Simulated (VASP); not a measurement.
# AlN (rocksalt type) (Fm-3m) in VASP: further runs, part 2 of 3

VASP 6.6.1. The steps go on from the part before.

### 3 Single point, PBE

The input, INCAR:

```
SYSTEM = AlN
PREC = Accurate
ENCUT = 520
EDIFF = 1E-7
ISMEAR = -1
SIGMA = 0.08
LREAL = .FALSE.
LASPH = .TRUE.
NELM = 80
ALGO = Normal
ISIF = 2
LWAVE = .FALSE.
LCHARG = .FALSE.
GGA = PE
NBANDS = 11
```

The input, KPOINTS:

```
Automatic mesh
0
G
  17 17 17
  0 0 0
```

The input, POSCAR:

```
AlN
1.0
    0.0000000000      1.8069862722      1.8069862722
    1.8069862722      0.0000000000      1.8069862722
    1.8069862722      1.8069862722      0.0000000000
Al N
1 1
Direct
    0.0000000000      0.0000000000      0.0000000000
    0.5000000000      0.5000000000      0.5000000000
```

Potentials or basis: VASP PAW PBE potentials, release 64 (Al, N).

Command:

```bash
> cat potpaw_PBE.64/Al/POTCAR potpaw_PBE.64/N/POTCAR > POTCAR
> mpirun -np 1 vasp_std > vasp.out
```

OUTCAR:

```text
SYSTEM = AlN
   PREC = Accurate
   ENCUT = 520
   EDIFF = 1E-7
   ISMEAR = -1
   LREAL = .FALSE.
   LASPH = .TRUE.
   NELM = 80
   ISIF = 2
   GGA = PE

 ion  position               nearest neighbor table
   1  0.000  0.000  0.000-   2 1.81   2 1.81   2 1.81   2 1.81   2 1.81   2 1.81
   2  0.500  0.500  0.500-   1 1.81   1 1.81   1 1.81   1 1.81   1 1.81   1 1.81

  LATTYP: Found a face centered cubic cell.
 ALAT       =     3.6139725444

  Lattice vectors:

 A1 = (   0.0000000000,   1.8069862722,   1.8069862722)
 A2 = (   1.8069862722,   0.0000000000,   1.8069862722)
 A3 = (   1.8069862722,   1.8069862722,   0.0000000000)

Analysis of symmetry for initial positions (statically):
[... 33 lines left out ...]
                                     Primitive cell

  volume of cell :      11.8003

  direct lattice vectors                    reciprocal lattice vectors
     0.000000000  1.806986272  1.806986272    -0.276703818  0.276703818  0.276703818
     1.806986272  0.000000000  1.806986272     0.276703818 -0.276703818  0.276703818
     1.806986272  1.806986272  0.000000000     0.276703818  0.276703818 -0.276703818

  length of vectors
     2.555464493  2.555464493  2.555464493     0.479265071  0.479265071  0.479265071

  position of ions in fractional coordinates (direct lattice)
[... 8 lines left out ...]
----------------------------------------------------------------------------------------

 KPOINTS: Automatic mesh

Automatic generation of k-mesh.
 Grid dimensions read from file:
 generate k-points for:   17   17   17

 Generating k-lattice:

  Cartesian coordinates                     Fractional coordinates (reciprocal lattice)
    -0.016276695  0.016276695  0.016276695     0.058823529  0.000000000  0.000000000
     0.016276695 -0.016276695  0.016276695     0.000000000  0.058823529  0.000000000
     0.016276695  0.016276695 -0.016276695     0.000000000  0.000000000  0.058823529

  Length of vectors
     0.028192063  0.028192063  0.028192063

  Shift w.r.t. Gamma in fractional coordinates (k-lattice)
     0.000000000  0.000000000  0.000000000

 Subroutine IBZKPT returns following result:
 ===========================================

 Found    165 irreducible k-points:

 Following reciprocal coordinates:
            Coordinates               Weight
  0.000000  0.000000  0.000000      1.000000
  0.058824  0.000000  0.000000      8.000000
  0.117647  0.000000  0.000000      8.000000
  0.176471  0.000000  0.000000      8.000000
  0.235294  0.000000  0.000000      8.000000
  0.294118  0.000000  0.000000      8.000000
[... 16 lines left out ...]
 -0.176471  0.058824  0.000000     24.000000
 -0.117647  0.058824  0.000000     24.000000
 [... further k-points ...]
   k-points           NKPTS =    165   k-points in BZ     NKDIM =    165   number of bands    NBANDS=     11
   number of dos      NEDOS =    301   number of ions     NIONS =      2
   total plane-waves  NPLWV =   8000
   dimension x,y,z NGX =    20 NGY =   20 NGZ =   20
   dimension x,y,z NGXF=    40 NGYF=   40 NGZF=   40
   ions per type =               1   1
   NGX,Y,Z   is equivalent  to a cutoff of  13.01, 13.01, 13.01 a.u.
   NGXF,Y,Z  is equivalent  to a cutoff of  26.02, 26.02, 26.02 a.u.
 SYSTEM =  AlN
   PREC   = accura    normal or accurate (medium, high low for compatibility)
   ISTART =      0    job   : 0-new  1-cont  2-samecut
   ICHARG =      2    charge: 1-file 2-atom 10-const
   ISPIN  =      1    spin polarized calculation?
   LNONCOLLINEAR =      F non collinear calculations
   LSORBIT =      F    spin-orbit coupling
   LASPH  =      T    aspherical Exc in radial PAW
   ENCUT  =  520.0 eV  38.22 Ry    6.18 a.u.   4.75  4.75  4.75*2*pi/ulx,y,z
   NELM   =     80;   NELMIN=  2; NELMDL= -5     # of ELM steps
   EDIFF  = 0.1E-06   stopping-criterion for ELM
   LREAL  =      F    real-space projection
   EDIFFG = 0.1E-05   stopping-criterion for IOM
   NSW    =      0    number of steps for IOM
   IBRION =     -1    ionic relax: 0-MD 1-quasi-New 2-CG
[... 8 lines left out ...]
   EMIN   =  10.00;   EMAX   =-10.00  energy-range for DOS
   EFERMI =   0.00;   METHOD = LEGACY
   ISMEAR =    -1;   SIGMA  =   0.08  broadening in eV -4-tet -1-fermi 0-gaus
   EFERMI_NEDOS =   21; number of points for ismear=-14 and -15
   IALGO  =     38    algorithm
   IMIX   =      4    mixing-type and parameters
     AMIX     =   0.40;   BMIX     =  1.00
     AMIX_MAG =   1.60;   BMIX_MAG =  1.00
  volume/ion in A,a.u.               =       5.90        39.82
  Fermi-wavevector in a.u.,A,eV,Ry     =   1.438158  2.717725 28.140914  2.068299
  Thomas-Fermi vector in A             =   2.557156
   LORBIT       =      0    0 simple, 1 ext, 2 COOP (PROOUT), +10 PAW based schemes
   GGA     = PE    functional components
   LHFCALC =     F    Hartree Fock is set to
   AEXX    =    0.0000 exact exchange contribution
   IVDW    =     0    specifies the selected vdW correction
   LEPSILON=     F    determine dielectric tensor
   LRPA    =     F    only Hartree local field effects (RPA)
 non-spin polarized calculation
  energy-cutoff  :      520.00
  volume of cell :       11.80
 maximum number of plane-waves:       331
   NGX =  9   NGY =  9   NGZ =  9

 number of electron       7.9999999 magnetization

 Free energy of the ion-electron system (eV)
  ---------------------------------------------------
  ext. energy  EPLUGINS =         0.00000000
  ---------------------------------------------------
  free energy    TOTEN  =       -12.41952876 eV

  energy without entropy =      -12.41952876  energy(sigma->0) =      -12.41952876

 E-fermi :  16.4708     XC(G=0): -13.9620

 val. band max:       15.0216791099   @ k =   0.0000   0.0000   0.0000
 cond. band min:      19.5047595990   @ k =   0.4706   0.4706   0.0000
 fundamental gap:      4.4830804892
 Fermi energy:        16.4707663641

 k-point     1 :       0.0000    0.0000    0.0000
  band No.  band energies     occupation
      1      -6.0006      2.00000
      2      15.0217      2.00000
      3      15.0217      2.00000
      4      15.0217      2.00000
      5      26.4517      0.00000
      6      28.1791      0.00000
      7      28.1791      0.00000
      8      28.1791      0.00000
      9      34.3354      0.00000
     10      35.3810      0.00000
     11      35.3810      0.00000

 k-point     2 :       0.0588    0.0000    0.0000
  band No.  band energies     occupation
      1      -5.9046      2.00000
      2      14.6115      2.00000
      3      14.9420      2.00000
      4      14.9420      2.00000
      5      26.6056      0.00000
      6      27.7798      0.00000
      7      28.3544      0.00000
      8      28.3544      0.00000
      9      35.0380      0.00000
     10      35.0380      0.00000
     11      35.2483      0.00000

 k-point     3 :       0.1176    0.0000    0.0000
  band No.  band energies     occupation
      1      -5.6186      2.00000
      2      13.5051      2.00000
      3      14.7225      2.00000
      4      14.7225      2.00000
      5      26.3053      0.00000
      6      27.8044      0.00000
      7      28.8215      0.00000
      8      28.8215      0.00000
      9      34.3810      0.00000
     10      34.3810      0.00000
     11      37.2244      0.00000

 k-point     4 :       0.1765    0.0000    0.0000
  band No.  band energies     occupation
      1      -5.1494      2.00000
      2      11.9584      2.00000
      3      14.4118      2.00000
      4      14.4118      2.00000
      5      25.4661      0.00000
      6      28.6944      0.00000
      7      29.3802      0.00000
      8      29.3802      0.00000
      9      33.9533      0.00000
     10      33.9533      0.00000
     11      38.3874      0.00000
[... 239 lines left out ...]
 k-point    22 :      -0.2353    0.0588    0.0000
  band No.  band energies     occupation
      1      -4.1834      2.00000
      2       9.6271      2.00000
      3      13.4283      2.00000
      4      14.0771      2.00000
      5      24.7796      0.00000
      6      29.0830      0.00000
      7      29.7175      0.00000
      8      30.6349      0.00000
      9      33.4063      0.00000
     10      35.5230      0.00000
     11      38.4752      0.00000

 k-point    23 :      -0.1765    0.0588    0.0000
  band No.  band energies     occupation
      1      -4.8726      2.00000
      2      11.3713      2.00000
      3      13.7946      2.00000
      4      14.4212      2.00000
      5      25.3961      0.00000
      6      28.3397      0.00000
      7      29.4831      0.00000
      8      30.3242      0.00000
      9      32.9838      0.00000
     10      34.7935      0.00000
     11      38.9081      0.00000

 k-point    24 :      -0.1176    0.0588    0.0000
  band No.  band energies     occupation
      1      -5.3985      2.00000
      2      12.9430      2.00000
      3      14.1931      2.00000
      4      14.7157      2.00000
      5      26.1831      0.00000
      6      27.5031      0.00000
      7      28.9424      0.00000
      8      29.7707      0.00000
      9      33.3723      0.00000
     10      34.7593      0.00000
     11      38.3262      0.00000

 [... further k-points ...]
[... 5 lines left out ...]
  --------------------------------------------------------------------------------------
  -------------------------------------------------------------------------------------
  Total       13.3103600     13.3103600     13.3103600      0.0000000      0.0000000     -0.0000000
  in kB     1807.1983803   1807.1983803   1807.1983803      0.0000000      0.0000000     -0.0000000
  external PRESSURE =    1807.1983803 kB  Pullay stress =       0.0000000 kB

 VOLUME and BASIS-vectors are now :
 -----------------------------------------------------------------------------
  energy-cutoff  :      520.00
  volume of cell :       11.80
      direct lattice vectors                 reciprocal lattice vectors
     0.000000000  1.806986272  1.806986272    -0.276703818  0.276703818  0.276703818
     1.806986272  0.000000000  1.806986272     0.276703818 -0.276703818  0.276703818
     1.806986272  1.806986272  0.000000000     0.276703818  0.276703818 -0.276703818

 POSITION                                       TOTAL-FORCE (eV/Angst)
 -----------------------------------------------------------------------------------
      0.00000      0.00000      0.00000         0.000000     -0.000000      0.000000
      1.80699      1.80699      1.80699        -0.000000      0.000000     -0.000000
 -----------------------------------------------------------------------------------
    total drift:                                0.000000      0.000000      0.000000

  FREE ENERGIE OF THE ION-ELECTRON SYSTEM (eV)
  ---------------------------------------------------
  free  energy   TOTEN  =       -12.4195287587 eV

  energy  without entropy=      -12.4195287586  energy(sigma->0) =      -12.41952876
```

OSZICAR:

```text
N       E                     dE             d eps       ncg     rms          rms(c)
DAV:   1     0.126334477539E+02    0.12633E+02   -0.42827E+03  3702   0.641E+02
DAV:   2    -0.141557233523E+02   -0.26789E+02   -0.25949E+02  4437   0.154E+02
DAV:   3    -0.146929162523E+02   -0.53719E+00   -0.53663E+00  4321   0.191E+01
DAV:   4    -0.146946680204E+02   -0.17518E-02   -0.17517E-02  4100   0.117E+00
DAV:   5    -0.146946791547E+02   -0.11134E-04   -0.11134E-04  4340   0.854E-02    0.968E+00
DAV:   6    -0.125298963737E+02    0.21648E+01   -0.64715E+00  4013   0.156E+01    0.400E+00
DAV:   7    -0.124283307905E+02    0.10157E+00   -0.51720E-01  4258   0.488E+00    0.234E+00
DAV:   8    -0.124198595508E+02    0.84712E-02   -0.15360E-02  4065   0.107E+00    0.509E-01
DAV:   9    -0.124195027420E+02    0.35681E-03   -0.11023E-03  4212   0.235E-01    0.242E-01
DAV:  10    -0.124195363566E+02   -0.33615E-04   -0.11116E-04  4144   0.799E-02    0.101E-01
DAV:  11    -0.124195286574E+02    0.76992E-05   -0.25731E-05  4221   0.328E-02    0.791E-03
DAV:  12    -0.124195287803E+02   -0.12290E-06   -0.66799E-07  4100   0.756E-03    0.148E-03
DAV:  13    -0.124195287587E+02    0.21577E-07   -0.44523E-09  2169   0.535E-04
   1 F= -.12419529E+02 E0= -.12419529E+02  d E =-.130092E-09
```

stdout:

```text
POSCAR found type information on POSCAR AlN
 POSCAR found :  2 types and       2 ions
 scaLAPACK will be used
 LDA part: xc-table for (Slater+PW92), standard interpolation
 POSCAR, INCAR and KPOINTS ok, starting setup
 FFT: planning ... GRIDC
 FFT: planning ... GRID_SOFT
 FFT: planning ... GRID
 WAVECAR not read
 entering main loop
```

Wall time 15 s (1 thread of Intel Xeon 6975P-C (Granite Rapids), shared host); peak memory 0.13 GiB.

What came out:

```yaml
Free_energy: -12.4195 eV
Pressure: 180.7 GPa
Band_gap_on_the_k_mesh: 4.48 eV, indirect (least direct gap 8.23 eV)
```

A k mesh can miss the band edges. PBE gaps usually lie below the measured ones, often by a third to a half.

### 4 Relaxation of cell and atoms, PBE, target pressure 180 GPa, at which the enthalpy is minimised

The input, INCAR:

```
SYSTEM = AlN
PREC = Accurate ; ENCUT = 600
EDIFF = 1E-6 ; ISMEAR = -1
SIGMA = 0.08 ; LREAL = .FALSE.
LASPH = .TRUE. ; NELM = 60
ALGO = Normal ; ISIF = 3
LWAVE = .FALSE. ; LCHARG = .FALSE.
GGA = PE ; IBRION = 2
NSW = 60 ; EDIFFG = -0.005
PSTRESS = 1800.0
```

KPOINTS is that of step 3.

The input, POSCAR:

```
AlN
1.0
    0.0000000000      1.8071320665      1.8071320665
    1.8071320665      0.0000000000      1.8071320665
    1.8071320665      1.8071320665      0.0000000000
Al N
1 1
Direct
    0.0000000000      0.0000000000      0.0000000000
    0.5000000000      0.5000000000      0.5000000000
```

Command:

```bash
> cat potpaw_PBE.64/Al/POTCAR potpaw_PBE.64/N/POTCAR > POTCAR
> mpirun -np 1 vasp_std > vasp.out
```

Wall time 20 s (1 thread of Intel Xeon 6975P-C (Granite Rapids), shared host); peak memory 0.13 GiB.

Results (log left out):

```
Free energy                                            : -12.4305 eV
Relaxed volume                                         : 5.90 Å³/atom
Relaxed cell                                           : a = 2.556 Å, b = 2.556 Å, c = 2.556 Å, α = 60.00°, β = 60.00°, γ = 60.00°
Space group after relaxing (to 0.05 Å)                 : Fm-3m (No. 225)
Energy change on relaxing (the enthalpy is what falls) : -3.3 meV/atom
Ionic steps                                            : 3
Pressure after relaxing                                : 180.0 GPa
Band gap on the k mesh                                 : 4.49 eV, indirect (least direct gap 8.23 eV)
```

The path:
```tsv
step	energy change (eV)	largest force (eV/Å)	pressure (GPa)	volume (Å³)
1	0.0000	0.0000	180.42	11.80
2	-0.0295	0.0000	178.52	11.83
3	-0.0065	0.0000	180.00	11.81
```

Final structure:
```
Al N
1.0
     0.00000    1.80743    1.80743
     1.80743    0.00000    1.80743
     1.80743    1.80743    0.00000
Al N
1 1
Direct
  0.00000 0.00000 0.00000
  0.50000 0.50000 0.50000
```

Levels at points of the mesh, in eV from the valence-band top:
```tsv
k point	band 1	band 2	band 3	band 4	band 5	band 6	band 7	band 8
(0.00, 0.00, 0.00)	-21.01	0.00	0.00	0.00	11.42	13.16	13.16	13.16
```

Caveat: the cell is relaxed towards a set pressure, so the enthalpy falls and the energy may rise. A k mesh can miss the band edges.

(Part 2 of 3 ends here.)
